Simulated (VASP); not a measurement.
# HoO3 (P-3m1) in VASP: further runs, part 2 of 3

VASP 6.6.1. Earlier steps stand in the parts before.

## 3. Single point, PBE

This run uses another cell than the first one, of 13.62 Å³/atom.

INCAR

```
SYSTEM = HoO3
PREC     = Accurate       ! precision mode
ENCUT    = 600            ! plane-wave cutoff, eV
EDIFF    = 1E-6           ! SCF threshold, eV
ISMEAR   = 0              ! smearing method
SIGMA    = 0.1            ! smearing width, eV
LREAL    = .False.        ! projectors in reciprocal space
LASPH    = .True.         ! aspherical terms in the spheres
NELM     = 200            ! most SCF steps
ALGO     = Normal         ! electronic algorithm
ISIF     = 2              ! what is computed and relaxed
LWAVE    = .False.        ! write WAVECAR
LCHARG   = .False.        ! write CHGCAR
GGA      = PE             ! functional
NBANDS   = 22             ! bands
GGA_COMPAT= .False.      
LMAXMIX  = 6              ! l up to which the mixer works
```

KPOINTS

```
regular mesh
0
Gamma
  6 6 4
  0 0 0
```

POSCAR

```
HoO3
1.0
    3.7398425241      0.0000000000      0.0000000000
   -1.8699212620      3.2387986320      0.0000000000
    0.0000000000      0.0000000000      4.4985867262
Ho O
1 3
Direct
    0.0000000000      0.0000000000      0.5000000000
    0.3333333333      0.6666666667      0.6825041984
    0.6666666667      0.3333333333      0.3174958016
    0.0000000000      0.0000000000      0.0000000000
```

Potentials or basis: VASP PAW PBE potentials, release 64 (Ho_3, O), 4f in core.

The run is started by

```bash
> cat potpaw_PBE.64/Ho_3/POTCAR potpaw_PBE.64/O/POTCAR > POTCAR
> mpirun -np 1 vasp_std > vasp.out
```

OUTCAR:

```text
SYSTEM = HoO3
   PREC = Accurate
   ENCUT = 600
   EDIFF = 1E-6
   ISMEAR = 0
   LREAL = .False.
   LASPH = .True.
   NELM = 200
   ISIF = 2
   GGA = PE

 ion  position               nearest neighbor table
   1  0.000  0.000  0.500-   4 2.25   4 2.25   2 2.31   3 2.31   2 2.31   3 2.31   3 2.31   2 2.31

   2  0.333  0.667  0.683-   1 2.31   1 2.31   1 2.31
   3  0.667  0.333  0.317-   1 2.31   1 2.31   1 2.31
   4  0.000  0.000  0.000-   1 2.25   1 2.25

  LATTYP: Found a hexagonal cell.
 ALAT       =     3.7398425241
[... 797 lines left out ...]
  --------------------------------------------------------------------------------------
  -------------------------------------------------------------------------------------
  Total        0.1975278      0.1975278      0.4465752      0.0000000      0.0000000      0.0000000
  in kB        5.8079845      5.8079845     13.1308178      0.0000000      0.0000000      0.0000000
  external PRESSURE =       8.2489290 kB  Pullay stress =       0.0000000 kB

 VOLUME and BASIS-vectors are now :
 -----------------------------------------------------------------------------
  energy-cutoff  :      600.00
  volume of cell :       54.49
      direct lattice vectors                 reciprocal lattice vectors
     3.739842524  0.000000000  0.000000000     0.267390938  0.154378230  0.000000000
    -1.869921262  3.238798632  0.000000000     0.000000000  0.308756460  0.000000000
     0.000000000  0.000000000  4.498586726     0.000000000  0.000000000  0.222292035

 POSITION                                       TOTAL-FORCE (eV/Angst)
 -----------------------------------------------------------------------------------
      0.00000      0.00000      2.24929        -0.000000      0.000000      0.000000
     -0.00000      2.15920      3.07030         0.000000      0.000000      0.053839
      1.86992      1.07960      1.42828        -0.000000      0.000000     -0.053839
      0.00000      0.00000      0.00000        -0.000000      0.000000      0.000000
 -----------------------------------------------------------------------------------
    total drift:                                0.000000     -0.000000      0.000000

  FREE ENERGIE OF THE ION-ELECTRON SYSTEM (eV)
  ---------------------------------------------------
  free  energy   TOTEN  =       -24.5815649648 eV

  energy  without entropy=      -24.5496588531  energy(sigma->0) =      -24.56561191
```

OSZICAR:

```text
N       E                     dE             d eps       ncg     rms          rms(c)
DAV:   1     0.210932261108E+03    0.21093E+03   -0.13510E+04  1208   0.133E+03
DAV:   2    -0.986933633593E+01   -0.22080E+03   -0.21091E+03  1762   0.383E+02
DAV:   3    -0.258579418648E+02   -0.15989E+02   -0.15641E+02  1610   0.977E+01
DAV:   4    -0.260384659032E+02   -0.18052E+00   -0.17921E+00  1354   0.926E+00
DAV:   5    -0.260431532995E+02   -0.46874E-02   -0.46865E-02  1462   0.163E+00    0.339E+01
DAV:   6    -0.288587642798E+02   -0.28156E+01   -0.68623E+01  1670   0.293E+01    0.260E+01
DAV:   7    -0.247270263405E+02    0.41317E+01   -0.16663E+01  1628   0.195E+01    0.198E+01
DAV:   8    -0.245956795025E+02    0.13135E+00   -0.25406E+00  1328   0.557E+00    0.297E+00
DAV:   9    -0.246016634157E+02   -0.59839E-02   -0.51449E-01  1546   0.249E+00    0.178E+00
DAV:  10    -0.246000052760E+02    0.16581E-02   -0.54398E-01  1700   0.229E+00    0.158E+00
DAV:  11    -0.245824597061E+02    0.17546E-01   -0.21394E-01  1696   0.140E+00    0.467E-01
DAV:  12    -0.245816516470E+02    0.80806E-03   -0.22037E-02  1374   0.521E-01    0.161E-01
DAV:  13    -0.245816126335E+02    0.39013E-04   -0.76346E-04  1260   0.163E-01    0.999E-02
DAV:  14    -0.245815614921E+02    0.51141E-04   -0.77527E-04  1590   0.965E-02    0.257E-02
DAV:  15    -0.245815640605E+02   -0.25684E-05   -0.63821E-05  1248   0.364E-02    0.395E-03
DAV:  16    -0.245815649648E+02   -0.90426E-06   -0.87385E-06  1026   0.116E-02
   1 F= -.24581565E+02 E0= -.24565612E+02  d E =-.319061E-01
```

Run time: 27 s. Hardware: 1 thread of Intel Xeon 6975P-C (Granite Rapids), shared host; peak memory 0.2 GiB.

What came out:

```
Free energy            : -24.5816 eV
Pressure               : 0.8 GPa
Largest force          : 0.054 eV/Å
Band gap on the k mesh : zero (an odd number of electrons rules out a gap without spin polarisation)
```

Forces on the atoms (eV/Å):
```
Ho   0.000  0.000  0.000
O    0.000  0.000  0.054
O    0.000  0.000 -0.054
O    0.000  0.000  0.000
```

Stress tensor (GPa, compression positive):
```
0.58 0.00 0.00
0.00 0.58 0.00
0.00 0.00 1.31
```

Levels at points of the mesh, in eV from the Fermi level:
```csv
k point,band 11,band 12,band 13,band 14,band 15,band 16
"(0.00, 0.00, 0.00)",-1.24,-1.24,0.11,0.11,0.16,7.02
"(0.50, 0.00, 0.00)",-1.56,-0.68,-0.35,-0.10,0.63,6.50
"(0.00, 0.00, 0.50)",-0.95,-0.83,-0.83,-0.45,-0.45,7.86
"(0.50, 0.00, 0.50)",-1.20,-0.85,-0.23,0.07,0.14,7.38
```

Caveat: spin-orbit coupling is left out, which moves the levels of the heavy elements; the 4f electrons are frozen in the core, so they carry no moment and show no levels; an odd number of electrons without spin polarisation forces a metal; a magnetic or distorted state may lie lower; the run has no spin polarisation, though such a crystal can be magnetic.

## 4. Relaxation of cell and atoms, PBE

INCAR

```
PREC = Accurate ; ENCUT = 600
EDIFF = 1E-7 ; ISMEAR = 0
SIGMA = 0.1 ; LREAL = F
LASPH = T ; NELM = 200
ALGO = Normal ; ISIF = 3
LWAVE = F ; LCHARG = F
GGA = PE ; IBRION = 2
NSW = 90 ; EDIFFG = -0.04
GGA_COMPAT = F ; NELMIN = 4
LMAXMIX = 6
```

KPOINTS

```
Automatic mesh
0
Gamma
  6 6 4
```

POSCAR

```
HoO3
1.0
    3.6712506800      0.0000000000      0.0000000000
   -1.8356253400      3.1793963500      0.0000000000
    0.0000000000      0.0000000000      4.0477200200
Ho O
1 3
Direct
    0.0000000000      0.0000000000      0.5000000000
    0.3333333300      0.6666666700      0.6099893500
    0.6666666700      0.3333333300      0.3900106500
    0.0000000000      0.0000000000      0.0000000000
```

Potentials or basis: VASP PAW PBE potentials, release 64 (Ho_3, O), 4f in core.

The run is started by

```bash
> cat potpaw_PBE.64/Ho_3/POTCAR potpaw_PBE.64/O/POTCAR > POTCAR
> mpirun -np 1 vasp_std > vasp.out
```

OUTCAR:

```text
PREC = Accurate
   ENCUT = 600
   EDIFF = 1E-7
   ISMEAR = 0
   LREAL = F
   LASPH = T
   NELM = 200
   ISIF = 3
   GGA = PE
   IBRION = 2
   NSW = 90
   EDIFFG = -0.04
   NELMIN = 4

 ion  position               nearest neighbor table
   1  0.000  0.000  0.500-   4 2.02   4 2.02   2 2.17   3 2.17   2 2.17   3 2.17   3 2.17   2 2.17

   2  0.333  0.667  0.610-   1 2.17   1 2.17   1 2.17
   3  0.667  0.333  0.390-   1 2.17   1 2.17   1 2.17
   4  0.000  0.000  0.000-   1 2.02   1 2.02

  LATTYP: Found a hexagonal cell.
 ALAT       =     3.6712506800
 C/A-ratio  =     1.1025452558

  Lattice vectors:

 A1 = (   3.6712506800,   0.0000000000,   0.0000000000)
 A2 = (  -1.8356253400,   3.1793963500,   0.0000000000)
 A3 = (   0.0000000000,   0.0000000000,   4.0477200200)

Analysis of symmetry for initial positions (statically):
[... 179 lines left out ...]

 E-fermi :   0.7083     XC(G=0): -10.7863

 val. band max:        0.6957648164   @ k =   0.3333   0.3333   0.0000
 cond. band min:       0.7086830740   @ k =   0.3333   0.0000   0.5000
 fundamental gap:      0.0129182576
 Fermi energy:         0.7083348080
[... 1550 lines left out ...]
      4     -15.3788      2.00000
      5     -15.3788      2.00000
      6     -15.2791      2.00000
[... 9 lines left out ...]
     16       7.6135      0.00000
     17       7.6135      0.00000

[... ionic steps 4 to 10 ...]

--------------------------------------- Ionic step       11  -------------------------------------------

 number of electron      27.0000009 magnetization

------------------------ aborting loop because EDIFF is reached ----------------------------------------
[... 71 lines left out ...]
--------------------------------------- Ionic step       13  -------------------------------------------

 number of electron      27.0000010 magnetization

 Free energy of the ion-electron system (eV)
  ---------------------------------------------------
  ext. energy  EPLUGINS =         0.00000000
  ---------------------------------------------------
  free energy    TOTEN  =       -24.57112541 eV

  energy without entropy =      -24.53881754  energy(sigma->0) =      -24.55497148

 E-fermi :  -0.1366     XC(G=0): -10.1350

 val. band max:       -0.1493327320   @ k =   0.1667   0.1667   0.2500
 cond. band min:      -0.1283819414   @ k =   0.3333   0.3333   0.5000
 fundamental gap:      0.0209507906
 Fermi energy:        -0.1366176064
[... 509 lines left out ...]
  FREE ENERGIE OF THE ION-ELECTRON SYSTEM (eV)
  ---------------------------------------------------
  free  energy   TOTEN  =       -24.5711254138 eV

  energy  without entropy=      -24.5388175432  energy(sigma->0) =      -24.55497148

 reached required accuracy - stopping structural energy minimisation
```

CONTCAR:

```text
HoO3
   1.00000000000000
     3.7452768862682193    0.0000000000000000    0.0000000000000000
    -1.8726384431341097    3.2435049251120476    0.0000000000000001
     0.0000000000000000    0.0000000000000001    4.5198147363313659
  Ho              O
     1     3
Direct
     0.0000000000000000    0.0000000000000000    0.5000000000000000
     0.3333333300000021    0.6666666699999979    0.6815561887084909
     0.6666666699999979    0.3333333300000021    0.3184438112915093
     0.0000000000000000    0.0000000000000000    0.0000000000000000

  0.00000000E+00  0.00000000E+00  0.00000000E+00
  0.00000000E+00  0.00000000E+00  0.00000000E+00
  0.00000000E+00  0.00000000E+00  0.00000000E+00
  0.00000000E+00  0.00000000E+00  0.00000000E+00
```

Wall time 2.7 min (1 thread of Intel Xeon 6975P-C (Granite Rapids), shared host); peak memory 0.2 GiB.

Results:

| Quantity | Value |
| --- | --- |
| Free energy | -24.5711 eV |
| Relaxed volume | 13.73 Å³/atom |
| Relaxed cell | a = 3.745 Å, b = 3.745 Å, c = 4.520 Å, α = 90.00°, β = 90.00°, γ = 120.00° |
| Space group after relaxing (to 0.1 Å) | P-3m1 (No. 164) |
| Energy gained by relaxing | 372.8 meV/atom |
| Ionic steps | 13 |
| Pressure after relaxing | 0.1 GPa |
| Largest force after relaxing | 0.039 eV/Å |
| Band gap on the k mesh | zero (an odd number of electrons rules out a gap without spin polarisation) |

Forces in eV/Å, atoms in the order of the input:
```
Ho   0.000  0.000  0.000
O    0.000  0.000  0.039
O    0.000  0.000 -0.039
O    0.000  0.000  0.000
```

Step by step:
| step | energy change (eV) | largest force (eV/Å) | pressure (GPa) | volume (Å³) |
| --- | --- | --- | --- | --- |
| 1 | 0.0000 | 1.1321 | 35.97 | 47.25 |
| 2 | -0.9311 | 0.0766 | -10.76 | 67.80 |
| 3 | -1.2282 | 0.3737 | -0.29 | 59.78 |
| 4 | -1.2805 | 0.4707 | -1.18 | 59.96 |
| 5 | -1.2934 | 0.5311 | -1.75 | 60.07 |
| 6 | -1.3399 | 0.5926 | -0.32 | 58.68 |
| 7 | -1.4129 | 0.6760 | 4.47 | 54.60 |
| 8 | -1.4357 | 0.5729 | 3.83 | 54.52 |
| 9 | -1.4791 | 0.2309 | 1.90 | 54.29 |
| 10 | -1.4395 | 0.5052 | -1.88 | 53.82 |
| 11 | -1.4855 | 0.0352 | 0.86 | 54.16 |
| 12 | -1.4880 | 0.0362 | 0.66 | 54.35 |
| 13 | -1.4912 | 0.0395 | 0.11 | 54.91 |

Final structure:
```
Ho O
1.0
     3.74528    0.00000    0.00000
    -1.87264    3.24350    0.00000
     0.00000    0.00000    4.51981
Ho O
1 3
Direct
  0.00000 0.00000 0.50000
  0.33333 0.66667 0.68156
  0.66667 0.33333 0.31844
  0.00000 0.00000 0.00000
```

Levels at points of the mesh, in eV from the Fermi level:
| k point | band 9 | band 10 | band 11 | band 12 | band 13 | band 14 | band 15 | band 16 | band 17 |
| --- | --- | --- | --- | --- | --- | --- | --- | --- | --- |
| (0.00, 0.00, 0.00) | -1.88 | -1.32 | -1.21 | -1.21 | 0.11 | 0.11 | 0.16 | 7.00 | 7.00 |
| (0.50, 0.00, 0.00) | -1.97 | -1.61 | -1.55 | -0.67 | -0.35 | -0.10 | 0.62 | 6.49 | 7.98 |
| (0.00, 0.00, 0.50) | -3.08 | -1.10 | -0.94 | -0.81 | -0.81 | -0.44 | -0.44 | 7.82 | 7.82 |
| (0.50, 0.00, 0.50) | -2.55 | -1.59 | -1.20 | -0.84 | -0.23 | 0.07 | 0.14 | 7.35 | 8.46 |

Caveat: the k points lie up to 0.35 Å⁻¹ apart in the final cell, too coarse for converged energies and pressures of a metal; the volume moved by over 15 % at a fixed basis, so the end points are rough; spin-orbit coupling is left out, which moves the levels of the heavy elements; the 4f electrons are frozen in the core, so they carry no moment and show no levels; an odd number of electrons without spin polarisation forces a metal; a magnetic or distorted state may lie lower; the run has no spin polarisation, though such a crystal can be magnetic. With open d or f shells a metallic result of PBE can be an artefact of self-interaction; +U or a hybrid may open a gap.

[end of part 2 of 3]

The gap in the log of VASP goes by the Fermi energy; the results here count the filled bands.